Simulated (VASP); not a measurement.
Write the native input for VASP 6.6.1 that does the following.

- Task: single point
- Functional: PBE
- Potentials or basis: VASP PAW PBE potentials, release 64 (Zn, S)
- Cutoff: 520 eV
- k mesh: 9 × 9 × 4
- Occupations: gaussian, width 0.05 eV
- Spin: no spin polarisation
- Dipole correction: no
- Further INCAR settings: ALGO = Normal; EDIFF = 1e-07; NBANDS = 26

The structure of ZnS lies in POSCAR:

```
ZnS
1.0
    3.8455587354      0.0000000000      0.0000000000
   -1.9227793677      3.3303515566      0.0000000000
    0.0000000000      0.0000000000      6.3037246812
Zn S
2 2
Direct
    0.3137107803      0.6274215606      0.0052003729
    0.6862892197      0.3725784394      0.5052003729
    0.3491903126      0.6983806252      0.3797996271
    0.6508096874      0.3016193748      0.8797996271
```

This cell differs from its parent crystal: atoms displaced along a vibrational mode.

These files were run (other wordings do the same):

INCAR

```
PREC     = Accurate       # precision mode
ENCUT    = 520            # plane-wave cutoff, eV
EDIFF    = 1E-7           # SCF threshold, eV
ISMEAR   = 0              # smearing method
SIGMA    = 0.05           # smearing width, eV
LREAL    = F              # projectors in reciprocal space
LASPH    = T              # aspherical terms in the spheres
NELM     = 80             # most SCF steps
ALGO     = Normal         # electronic algorithm
ISIF     = 2              # what is computed and relaxed
LWAVE    = F              # write WAVECAR
LCHARG   = F              # write CHGCAR
GGA      = PE             # functional
NBANDS   = 26             # bands
```

KPOINTS

```
Automatic mesh
0
Gamma
  9 9 4
```

Potentials or basis: VASP PAW PBE potentials, release 64 (Zn, S).

Run with:

```console
$ cat potpaw_PBE.64/Zn/POTCAR potpaw_PBE.64/S/POTCAR > POTCAR
$ mpirun -np 1 vasp_std > vasp.out
```

Results of the run:

```json
{
 "Pressure": "0.0 GPa",
 "Largest force": "0.151 eV/Å",
 "Band gap on the k mesh": "2.04 eV"
}
```

Caveat: the cell differs from its parent crystal (atoms displaced along a vibrational mode).

It took 94 s on 1 thread of Intel(R) Xeon(R) 6975P-C (Granite Rapids) (shared host), peak memory 0.27 GiB.
